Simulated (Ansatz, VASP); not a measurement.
**Two plane-wave programs on BAs**

```
B As
1.0
     0.00000    2.34304    2.34304
     2.34304    0.00000    2.34304
     2.34304    2.34304    0.00000
B As
1 1
Direct
  0.00000 0.00000 0.00000
  0.25000 0.25000 0.25000
```

Alike in both runs: task single point; functional r2SCAN; k mesh 8 × 8 × 8; no spin polarisation.

```csv
,VASP,Ansatz
version,VASP 6.6.1,Ansatz 0.2.0
potentials or method,"VASP PAW PBE potentials, release 64 (B, As)","plane waves, PAW"
plane-wave cutoff (eV),520,500
occupations,"gaussian, width 0.01 eV",fixed
valence electrons in the cell,8,18
```

|  | VASP | Ansatz | Ansatz less VASP |
| --- | --- | --- | --- |
| gap on the k mesh at the Fermi level (eV) | 1.32 | 1.32 | +0.003 |
| pressure (GPa) | 10.3 | 9.9 | -0.42 |

VASP's potentials were made for PBE, not for r2SCAN. VASP's potentials hold 8 valence electrons a cell and Ansatz's 18, so a difference there can come from the potentials and not from the codes.
